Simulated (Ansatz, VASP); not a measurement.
# One calculation of CdS, two programs

INCAR

```
SYSTEM = CdS
  PREC = Accurate
  ENCUT = 520
  EDIFF = 1E-6
  ISMEAR = -1
  SIGMA = 0.02
  LREAL = .FALSE.
  LASPH = .TRUE.
  NELM = 80
  ALGO = Normal
  ISIF = 2
  LWAVE = .FALSE.
  LCHARG = .FALSE.
  GGA = PE
  NBANDS = 16
```

The input KPOINTS:

```
regular mesh
0
G
  8 8 8
  0 0 0
```

Contents of POSCAR:

```
CdS
1.0
    0.0000000000      2.9392148430      3.0567834368
    2.9392148430      0.0000000000      3.0567834368
    2.9392148430      2.9392148430      0.0000000000
Cd S
1 1
Direct
    0.0000000000      0.0000000000      0.0000000000
    0.2500000000      0.2500000000      0.2500000000
```

Input for Ansatz:

```yaml
crystal:
  lattice:
    - [0.0, 2.939214843, 3.0567834368]
    - [2.939214843, 0.0, 3.0567834368]
    - [2.939214843, 2.939214843, 0.0]
  atoms:
    - { symbol: Cd, position: [0.0, 0.0, 0.0] }
    - { symbol: S, position: [0.25, 0.25, 0.25] }
kpoints:
  mp_grid: { grid: [8, 8, 8] }
  band_path:
    path:
      - [0.0, 0.0, 0.0]
      - [-0.5, -0.5, 0.0]
      - [-0.375, -0.375, 0.25]
      - [-0.375, 0.0, 0.375]
      - [0.0, 0.0, 0.5]
      - [-0.5, -0.25, 0.25]
    npoints: 1
hamiltonian:
  xc: pbe
scf:
  occupations: { method: fermi_dirac, width: 0.02 }
  n_extra_bands: 4
output:
  forces: true
  stress: true
  eigenvalues: true
```

Change from the starting cell: uniaxial_z strain +4.0%.

Alike in both runs: task single point; functional PBE; k mesh 8 × 8 × 8; occupations fermi-dirac, width 0.02 eV; no spin polarisation.

|  | VASP | Ansatz |
| --- | --- | --- |
| version | VASP 6.6.1 | Ansatz 0.2.0 |
| potentials or method | VASP PAW PBE potentials, release 64 (Cd, S) | plane waves, PAW |
| plane-wave cutoff (eV) | 520 | 420 |
| valence electrons in the cell | 18 | 26 |

VASP gave:

| Property | Result |
| --- | --- |
| gap on the k mesh at the Fermi level (eV) | 0.97 |
| pressure (GPa) | -0.5 |
| traceless stress, the component that is largest in VASP (GPa) | -0.57 |

**Question.** What did Ansatz give for the same quantities?

**Answer.** gap on the k mesh at the Fermi level (eV): 0.97; pressure (GPa): -0.8; traceless stress, the component that is largest in VASP (GPa): -0.58.

The functional is the same, so the differences come from potentials, cutoffs and numerics. VASP's potentials hold 18 valence electrons a cell and Ansatz's 26, so a difference there can come from the potentials and not from the codes.
